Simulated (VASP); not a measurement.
# MoSe2 (P-3m1) in VASP: notebook

Runs on MoSe2. Level: PBE+D3(BJ). Tasks: relaxation of shape and atoms at fixed volume, relaxation of cell and atoms.

All numbers are computed with VASP 6.6.1; they aren't measurements. Logs are shortened: lines on timing, memory, paths and dates and some standing lists are left out, and cuts for length are marked.

### 1 The cell of the first run

The typed cell holds 6 atoms: a = 3.244 Å, b = 3.244 Å, c = 12.611 Å, α = 90.00°, β = 90.00°, γ = 120.00°.

### 2 Relaxation of shape and atoms at fixed volume, PBE+D3(BJ) (19.15 Å³/atom)

Contents of INCAR:

```
PREC     = Accurate       # precision mode
ENCUT    = 500            # plane-wave cutoff, eV
EDIFF    = 1E-7           # SCF threshold, eV
ISMEAR   = 0              # smearing method
SIGMA    = 0.02           # smearing width, eV
LREAL    = False          # projectors in reciprocal space
LASPH    = True           # aspherical terms in the spheres
NELM     = 120            # most SCF steps
ALGO     = Normal         # electronic algorithm
ISIF     = 4              # what is computed and relaxed
LWAVE    = False          # write WAVECAR
LCHARG   = False          # write CHGCAR
GGA      = PE             # functional
IVDW     = 12             # dispersion correction
IBRION   = 2              # ionic algorithm
NSW      = 50             # ionic steps
EDIFFG   = -0.01          # ionic threshold
GGA_COMPAT= False        
NELMIN   = 4
```

Contents of KPOINTS:

```
regular mesh
0
Gamma
  12 12 2
```

Contents of POSCAR:

```
MoSe2
1.0
    3.2435304720      0.0000000000      0.0000000000
   -1.6217652360      2.8089797867      0.0000000000
    0.0000000000      0.0000000000     12.6111455772
Mo Se
2 4
Direct
    0.6666666667      0.3333333333      0.2500283245
    0.3333333333      0.6666666667      0.7499716755
    0.3333333333      0.6666666667      0.3814534480
    0.6666666667      0.3333333333      0.8813964255
    0.3333333333      0.6666666667      0.1186035745
    0.6666666667      0.3333333333      0.6185465520
```

Potentials or basis: VASP PAW PBE potentials, release 64 (Mo_sv, Se).

Started as:

```bash
cat potpaw_PBE.64/Mo_sv/POTCAR potpaw_PBE.64/Se/POTCAR > POTCAR
mpirun -np 1 vasp_std > vasp.out
```

OUTCAR:

```text
PREC = Accurate
   ENCUT = 500
   EDIFF = 1E-7
   ISMEAR = 0
   LREAL = False
   LASPH = True
   NELM = 120
   ISIF = 4
   GGA = PE
   IVDW = 12
   IBRION = 2
   NSW = 50
   EDIFFG = -0.01
   NELMIN = 4
 IVDW          = 12

 ion  position               nearest neighbor table
   1  0.667  0.333  0.250-   5 2.50   5 2.50   5 2.50   3 2.50   3 2.50   3 2.50
   2  0.333  0.667  0.750-   4 2.50   4 2.50   4 2.50   6 2.50   6 2.50   6 2.50
   3  0.333  0.667  0.381-   1 2.50   1 2.50   1 2.50
   4  0.667  0.333  0.881-   2 2.50   2 2.50   2 2.50
   5  0.333  0.667  0.119-   1 2.50   1 2.50   1 2.50
   6  0.667  0.333  0.619-   2 2.50   2 2.50   2 2.50

  LATTYP: Found a hexagonal cell.
 ALAT       =     3.2435304720
 C/A-ratio  =     3.8880922150

  Lattice vectors:

 A1 = (   3.2435304720,   0.0000000000,   0.0000000000)
 A2 = (  -1.6217652360,   2.8089797867,   0.0000000000)
 A3 = (   0.0000000000,   0.0000000000,  12.6111455772)

Analysis of symmetry for initial positions (statically):
=====================================================================
 Subroutine PRICEL returns:
 Original cell was already a primitive cell.

 Routine SETGRP: Setting up the symmetry group for a
 hexagonal supercell.

 Subroutine GETGRP returns: Found 12 space group operations
 (whereof 12 operations were pure point group operations)
 out of a pool of 24 trial point group operations.

The static configuration has the point symmetry D_3d.

Analysis of symmetry for dynamics (positions and initial velocities):
=====================================================================
 Subroutine PRICEL returns:
 Original cell was already a primitive cell.

 Routine SETGRP: Setting up the symmetry group for a
 hexagonal supercell.

 Subroutine GETGRP returns: Found 12 space group operations
 (whereof 12 operations were pure point group operations)
 out of a pool of 24 trial point group operations.

The dynamic configuration has the point symmetry D_3d.

 Subroutine INISYM returns: Found 12 space group operations
 (whereof 12 operations are pure point group operations),
 and found     1 'primitive' translations

----------------------------------------------------------------------------------------

                                     Primitive cell

  volume of cell :     114.9003

  direct lattice vectors                    reciprocal lattice vectors
     3.243530472  0.000000000  0.000000000     0.308306029  0.178000569  0.000000000
    -1.621765236  2.808979787  0.000000000     0.000000000  0.356001138  0.000000000
     0.000000000  0.000000000 12.611145577     0.000000000  0.000000000  0.079294937

  length of vectors
     3.243530472  3.243530472 12.611145577     0.356001138  0.356001138  0.079294937

  position of ions in fractional coordinates (direct lattice)
     0.666666667  0.333333333  0.250028325
     0.333333333  0.666666667  0.749971675
     0.333333333  0.666666667  0.381453448
     0.666666667  0.333333333  0.881396426
     0.333333333  0.666666667  0.118603574
     0.666666667  0.333333333  0.618546552

  ion indices of the primitive-cell ions
   primitive index   ion index
                 1           1
                 2           2
                 3           3
                 4           4
                 5           5
                 6           6

----------------------------------------------------------------------------------------

 KPOINTS: regular mesh

Automatic generation of k-mesh.
 Grid dimensions read from file:
 generate k-points for:   12   12    2

 Generating k-lattice:

  Cartesian coordinates                     Fractional coordinates (reciprocal lattice)
     0.025692169  0.014833381  0.000000000     0.083333333 -0.000000000  0.000000000
     0.000000000  0.029666761  0.000000000     0.000000000  0.083333333  0.000000000
     0.000000000  0.000000000  0.039647469     0.000000000  0.000000000  0.500000000

  Length of vectors
     0.029666761  0.029666761  0.039647469

  Shift w.r.t. Gamma in fractional coordinates (k-lattice)
     0.000000000  0.000000000  0.000000000

 Subroutine IBZKPT returns following result:
 ===========================================

 Found     38 irreducible k-points:

 Following reciprocal coordinates:
            Coordinates               Weight
  0.000000  0.000000  0.000000      1.000000
  0.083333 -0.000000  0.000000      6.000000
  0.166667 -0.000000  0.000000      6.000000
  0.250000 -0.000000  0.000000      6.000000
  0.333333 -0.000000  0.000000      6.000000
  0.416667 -0.000000  0.000000      6.000000
[... 16 lines left out ...]
  0.250000 -0.000000  0.500000      6.000000
  0.333333 -0.000000  0.500000      6.000000
 [... further k-points ...]
   k-points           NKPTS =     38   k-points in BZ     NKDIM =     38   number of bands    NBANDS=     31
   number of dos      NEDOS =    301   number of ions     NIONS =      6
   total plane-waves  NPLWV =  55296
   dimension x,y,z NGX =    24 NGY =   24 NGZ =   96
   dimension x,y,z NGXF=    48 NGYF=   48 NGZF=  192
   ions per type =               2   4
   NGX,Y,Z   is equivalent  to a cutoff of  12.30, 12.30, 12.66 a.u.
   NGXF,Y,Z  is equivalent  to a cutoff of  24.60, 24.60, 25.31 a.u.
 SYSTEM =  unknown system
   PREC   = accura    normal or accurate (medium, high low for compatibility)
   ISTART =      0    job   : 0-new  1-cont  2-samecut
   ICHARG =      2    charge: 1-file 2-atom 10-const
   ISPIN  =      1    spin polarized calculation?
   LNONCOLLINEAR =      F non collinear calculations
   LSORBIT =      F    spin-orbit coupling
   LASPH  =      T    aspherical Exc in radial PAW
   ENCUT  =  500.0 eV  36.75 Ry    6.06 a.u.   5.91  5.91 22.99*2*pi/ulx,y,z
   NELM   =    120;   NELMIN=  4; NELMDL= -5     # of ELM steps
   EDIFF  = 0.1E-06   stopping-criterion for ELM
   LREAL  =      F    real-space projection
   EDIFFG = -.1E-01   stopping-criterion for IOM
   NSW    =     50    number of steps for IOM
   IBRION =      2    ionic relax: 0-MD 1-quasi-New 2-CG
   NFREE  =      1    steps in history (QN), initial steepest desc. (CG)
   ISIF   =      4    stress and relaxation
   ISYM   =      2    0-nonsym 1-usesym 2-fastsym
   POTIM  = 0.5000    time-step for ionic-motion
   TEBEG  =    0.0;   TEEND  =   0.0 temperature during run
   PSTRESS=    0.0 pullay stress
   NELECT =      52.0000    total number of electrons
   NUPDOWN=      -1.0000    fix difference up-down
   EMIN   =  10.00;   EMAX   =-10.00  energy-range for DOS
   EFERMI =   0.00;   METHOD = LEGACY
   ISMEAR =     0;   SIGMA  =   0.02  broadening in eV -4-tet -1-fermi 0-gaus
   EFERMI_NEDOS =   21; number of points for ismear=-14 and -15
   IALGO  =     38    algorithm
   IMIX   =      4    mixing-type and parameters
     AMIX     =   0.40;   BMIX     =  1.00
     AMIX_MAG =   1.60;   BMIX_MAG =  1.00
  volume/ion in A,a.u.               =      19.15       129.23
  Fermi-wavevector in a.u.,A,eV,Ry     =   1.256904  2.375205 21.494601  1.579809
  Thomas-Fermi vector in A             =   2.390590
   LORBIT       =      0    0 simple, 1 ext, 2 COOP (PROOUT), +10 PAW based schemes
   GGA     = PE    functional components
   LHFCALC =     F    Hartree Fock is set to
   AEXX    =    0.0000 exact exchange contribution
   IVDW    =    12    specifies the selected vdW correction
   LEPSILON=     F    determine dielectric tensor
   LRPA    =     F    only Hartree local field effects (RPA)
 conjugate gradient relaxation of ions
 non-spin polarized calculation
 Gauss-broadening in eV      SIGMA  =   0.02
  energy-cutoff  :      500.00
  volume of cell :      114.90
 maximum number of plane-waves:      2942
 NGX is ok and might be reduce to    24
   NGX = 11   NGY = 11   NGZ = 45

--------------------------------------- Ionic step        1  -------------------------------------------

 number of electron      51.9999998 magnetization

 Free energy of the ion-electron system (eV)
  ---------------------------------------------------
  ext. energy  EPLUGINS =         0.00000000
  ---------------------------------------------------
  free energy    TOTEN  =       -39.66607520 eV

  energy without entropy =      -39.66607520  energy(sigma->0) =      -39.66607520

------------------------ aborting loop because EDIFF is reached ----------------------------------------

 Edisp (eV)   -2.96436

 E8    (eV) :    -1.2786

  FORCE on cell =-STRESS in cart. coord.  units (eV):
  Direction    XX          YY          ZZ          XY          YZ          ZX
  --------------------------------------------------------------------------------------
  -------------------------------------------------------------------------------------
  Total       3.10018     3.10018     3.72363    -0.00000     0.00000     0.00000
  in kB      43.22912    43.22912    51.92249    -0.00000     0.00000     0.00000
  external pressure =       46.13 kB  Pullay stress =        0.00 kB
[... 157 lines left out ...]
  energy  without entropy=      -42.6619067046  energy(sigma->0) =      -42.66190670

--------------------------------------- Ionic step        5  -------------------------------------------

 number of electron      51.9999996 magnetization

 Free energy of the ion-electron system (eV)
  ---------------------------------------------------
  ext. energy  EPLUGINS =         0.00000000
  ---------------------------------------------------
  free energy    TOTEN  =       -39.69920406 eV

  energy without entropy =      -39.69920406  energy(sigma->0) =      -39.69920406

 E-fermi :   7.3916     XC(G=0): -11.0167

 val. band max:        7.1501431481   @ k =   0.0000   0.0000   0.0000
 cond. band min:       7.8100832304   @ k =   0.1667   0.1667   0.0000
 fundamental gap:      0.6599400823
 Fermi energy:         7.3916098690

 k-point     1 :       0.0000    0.0000    0.0000
  band No.  band energies     occupation
      1     -54.0951      2.00000
      2     -54.0951      2.00000
      3     -28.2778      2.00000
      4     -28.2777      2.00000
      5     -28.0624      2.00000
      6     -28.0624      2.00000
[... 805 lines left out ...]
     30       8.7390      0.00000
     31      10.0798      0.00000

 [... further k-points ...]

------------------------ aborting loop because EDIFF is reached ----------------------------------------

 Edisp (eV)   -2.96498

 E8    (eV) :    -1.2787

  FORCE on cell =-STRESS in cart. coord.  units (eV):
  Direction    XX          YY          ZZ          XY          YZ          ZX
  --------------------------------------------------------------------------------------
  -------------------------------------------------------------------------------------
  Total       1.26515     1.26515     1.30076    -0.00000     0.00000    -0.00000
  in kB      17.64130    17.64130    18.13787    -0.00000     0.00000    -0.00000
  external pressure =       17.81 kB  Pullay stress =        0.00 kB
[... 21 lines left out ...]
  FREE ENERGIE OF THE ION-ELECTRON SYSTEM (eV)
  ---------------------------------------------------
  free  energy   TOTEN  =       -42.6641796888 eV

  energy  without entropy=      -42.6641796888  energy(sigma->0) =      -42.66417969

 reached required accuracy - stopping structural energy minimisation
```

Run time: 6.3 min. Hardware: 1 thread of Oxide Virtual Turin-like, shared host; peak memory 0.26 GiB.

Results:

```
Free energy                  : -42.6642 eV
Energy gained by relaxing    : 5.6 meV/atom
Ionic steps                  : 5
Pressure after relaxing      : 1.8 GPa
Largest force after relaxing : 0.006 eV/Å
Band gap on the k mesh       : 0.66 eV (least direct gap 1.49 eV)
Dispersion energy per atom   : -0.494 eV
```

Forces on the atoms (eV/Å):
```
Mo   0.000  0.000  0.000
Mo   0.000  0.000  0.000
Se   0.000  0.000  0.005
Se   0.000  0.000  0.006
Se   0.000  0.000 -0.006
Se   0.000  0.000 -0.005
```

The path:
| step | energy change (eV) | largest force (eV/Å) | pressure (GPa) | volume (Å³) |
| --- | --- | --- | --- | --- |
| 1 | 0.0000 | 0.5128 | 4.61 | 114.90 |
| 2 | -0.0236 | 0.0027 | 2.36 | 114.90 |
| 3 | -0.0238 | 0.0469 | 2.56 | 114.90 |
| 4 | -0.0315 | 0.0261 | 2.15 | 114.90 |
| 5 | -0.0337 | 0.0056 | 1.78 | 114.90 |

Final structure:
```
CELL_PARAMETERS angstrom
3.25925 0.00000 0.00000
-1.62963 2.82259 0.00000
0.00000 0.00000 12.48978
ATOMIC_POSITIONS crystal
Mo 0.66667 0.33333 0.25002
Mo 0.33333 0.66667 0.74998
Se 0.33333 0.66667 0.38431
Se 0.66667 0.33333 0.88426
Se 0.33333 0.66667 0.11574
Se 0.66667 0.33333 0.61569
```

Caveat: semilocal functionals underestimate gaps, and a narrow one can read as zero. A k mesh can miss the band edges.

### 3 Relaxation of cell and atoms, PBE+D3(BJ)

This run uses another cell than the first one, of 19.74 Å³/atom.

Contents of INCAR:

```
  PREC = Accurate
  ENCUT = 500
  EDIFF = 1E-7
  ISMEAR = 0
  SIGMA = 0.02
  LREAL = F
  LASPH = T
  NELM = 120
  ALGO = Normal
  ISIF = 3
  LWAVE = F
  LCHARG = F
  GGA = PE
  IVDW = 12
  IBRION = 2
  NSW = 100
  EDIFFG = -0.005
  GGA_COMPAT = F
  NELMIN = 4
```

KPOINTS is that of step 2.

POSCAR, as its differences from that of step 2:

```diff
@@ -2,5 +2,5 @@
 1.0
-    3.2435304720      0.0000000000      0.0000000000
-   -1.6217652360      2.8089797867      0.0000000000
-    0.0000000000      0.0000000000     12.6111455772
+    3.2766300078      0.0000000000      0.0000000000
+   -1.6383150039      2.8376448255      0.0000000000
+    0.0000000000      0.0000000000     12.7398396247
 Mo Se
```

Potentials or basis: VASP PAW PBE potentials, release 64 (Mo_sv, Se).

Started as:

```bash
cat potpaw_PBE.64/Mo_sv/POTCAR potpaw_PBE.64/Se/POTCAR > POTCAR
mpirun -np 1 vasp_std > vasp.out
```

OUTCAR:

```text
PREC = Accurate
   ENCUT = 500
   EDIFF = 1E-7
   ISMEAR = 0
   LREAL = F
   LASPH = T
   NELM = 120
   ISIF = 3
   GGA = PE
   IVDW = 12
   IBRION = 2
   NSW = 100
   EDIFFG = -0.005
   NELMIN = 4
 IVDW          = 12

 ion  position               nearest neighbor table
   1  0.667  0.333  0.250-   5 2.53   5 2.53   5 2.53   3 2.53   3 2.53   3 2.53
   2  0.333  0.667  0.750-   4 2.53   4 2.53   4 2.53   6 2.53   6 2.53   6 2.53
   3  0.333  0.667  0.381-   1 2.53   1 2.53   1 2.53
   4  0.667  0.333  0.881-   2 2.53   2 2.53   2 2.53
   5  0.333  0.667  0.119-   1 2.53   1 2.53   1 2.53
   6  0.667  0.333  0.619-   2 2.53   2 2.53   2 2.53

  LATTYP: Found a hexagonal cell.
 ALAT       =     3.2766300078
 C/A-ratio  =     3.8880922150

  Lattice vectors:

 A1 = (   3.2766300078,   0.0000000000,   0.0000000000)
 A2 = (  -1.6383150039,   2.8376448255,   0.0000000000)
 A3 = (   0.0000000000,   0.0000000000,  12.7398396247)

Analysis of symmetry for initial positions (statically):
[... 187 lines left out ...]
 Edisp (eV)   -2.87395

 E8    (eV) :    -1.2399
[... 79 lines left out ...]
--------------------------------------- Ionic step        3  -------------------------------------------

 number of electron      52.0000005 magnetization

 Free energy of the ion-electron system (eV)
  ---------------------------------------------------
  ext. energy  EPLUGINS =         0.00000000
  ---------------------------------------------------
  free energy    TOTEN  =       -39.81459434 eV

  energy without entropy =      -39.81459434  energy(sigma->0) =      -39.81459434

 E-fermi :   6.9579     XC(G=0): -10.8216

 val. band max:        6.6986133523   @ k =   0.0000   0.0000   0.0000
 cond. band min:       7.4714520219   @ k =   0.1667   0.1667   0.0000
 fundamental gap:      0.7728386696
 Fermi energy:         6.9578714700

 k-point     1 :       0.0000    0.0000    0.0000
  band No.  band energies     occupation
      1     -54.4987      2.00000
      2     -54.4987      2.00000
      3     -28.6688      2.00000
      4     -28.6687      2.00000
      5     -28.4708      2.00000
      6     -28.4708      2.00000
[... 805 lines left out ...]
     30       8.3308      0.00000
     31       9.6057      0.00000

 [... further k-points ...]

------------------------ aborting loop because EDIFF is reached ----------------------------------------

 Edisp (eV)   -2.86928

 E8    (eV) :    -1.2379
[... 29 lines left out ...]
  FREE ENERGIE OF THE ION-ELECTRON SYSTEM (eV)
  ---------------------------------------------------
  free  energy   TOTEN  =       -42.6838765550 eV

  energy  without entropy=      -42.6838765550  energy(sigma->0) =      -42.68387656

 reached required accuracy - stopping structural energy minimisation
```

OSZICAR:

```text
N       E                     dE             d eps       ncg     rms          rms(c)
DAV:   1     0.433456286029E+03    0.43346E+03   -0.28568E+04  2676   0.152E+03
[... 31 lines left out ...]
DAV:   2    -0.398162472689E+02    0.36876E-02   -0.40269E-02  2621   0.119E+00    0.223E-01
DAV:   3    -0.398148719878E+02    0.13753E-02   -0.13054E-02  2650   0.467E-01    0.132E-01
DAV:   4    -0.398145835897E+02    0.28840E-03   -0.15215E-03  2664   0.231E-01    0.323E-02
DAV:   5    -0.398145913977E+02   -0.78080E-05   -0.19115E-04  3066   0.740E-02    0.437E-02
DAV:   6    -0.398145948326E+02   -0.34349E-05   -0.49110E-05  2714   0.339E-02    0.834E-03
DAV:   7    -0.398145943334E+02    0.49919E-06   -0.77139E-06  2861   0.177E-02    0.416E-03
DAV:   8    -0.398145943415E+02   -0.81473E-08   -0.64091E-07  2555   0.464E-03
   3 F= -.42683877E+02 E0= -.42683877E+02  d E =-.197439E-03
```

CONTCAR:

```text
MoSe2
   1.00000000000000
     3.2782948272278234    0.0000000000000000    0.0000000000000000
    -1.6391474136139117    2.8390866014171214   -0.0000000000000000
     0.0000000000000000    0.0000000000000000   12.7472737527862794
  Mo              Se
     2     4
Direct
     0.6666666667000030    0.3333333332999970    0.2500281458850659
     0.3333333332999970    0.6666666667000030    0.7499718541149341
     0.3333333332999970    0.6666666667000030    0.3814985324920988
     0.6666666667000030    0.3333333332999970    0.8814424902006736
     0.3333333332999970    0.6666666667000030    0.1185575097993264
     0.6666666667000030    0.3333333332999970    0.6185014675079012

  0.00000000E+00  0.00000000E+00  0.00000000E+00
  0.00000000E+00  0.00000000E+00  0.00000000E+00
  0.00000000E+00  0.00000000E+00  0.00000000E+00
  0.00000000E+00  0.00000000E+00  0.00000000E+00
  0.00000000E+00  0.00000000E+00  0.00000000E+00
  0.00000000E+00  0.00000000E+00  0.00000000E+00
```

It took 3.1 min on 1 thread of Oxide Virtual Turin-like, shared host; peak memory 0.26 GiB.

What came out:

* Free energy: -42.6839 eV
* Relaxed volume: 19.77 Å³/atom
* Relaxed cell: a = 3.278 Å, b = 3.278 Å, c = 12.747 Å, α = 90.00°, β = 90.00°, γ = 120.00°
* Space group after relaxing (to 0.1 Å): P6_3/mmc (No. 194)
* Energy gained by relaxing: 0.0 meV/atom
* Ionic steps: 3
* Pressure after relaxing: 0.0 GPa
* Band gap on the k mesh: 0.77 eV (least direct gap 1.46 eV)
* Dispersion energy per atom: -0.478 eV

The path:
```
step  energy change (eV)  largest force (eV/Å)  pressure (GPa)  volume (Å³)
   1              0.0000                0.0364            0.27       118.45
   2              0.0006                0.0680           -0.51       119.02
   3             -0.0002                0.0016            0.01       118.64
```

Final structure:
```cif
data_structure
_symmetry_space_group_name_H-M 'P 1'
_symmetry_Int_Tables_number 1
_cell_length_a 3.2783
_cell_length_b 3.2783
_cell_length_c 12.7473
_cell_angle_alpha 90.000
_cell_angle_beta 90.000
_cell_angle_gamma 120.000
_cell_volume 118.64
loop_
_atom_site_label
_atom_site_type_symbol
_atom_site_fract_x
_atom_site_fract_y
_atom_site_fract_z
_atom_site_occupancy
Mo1 Mo 0.66667 0.33333 0.25003 1
Mo2 Mo 0.33333 0.66667 0.74997 1
Se1 Se 0.33333 0.66667 0.38150 1
Se2 Se 0.66667 0.33333 0.88144 1
Se3 Se 0.33333 0.66667 0.11856 1
Se4 Se 0.66667 0.33333 0.61850 1
```

Caveat: semilocal functionals underestimate gaps, and a narrow one can read as zero. A k mesh can miss the band edges.
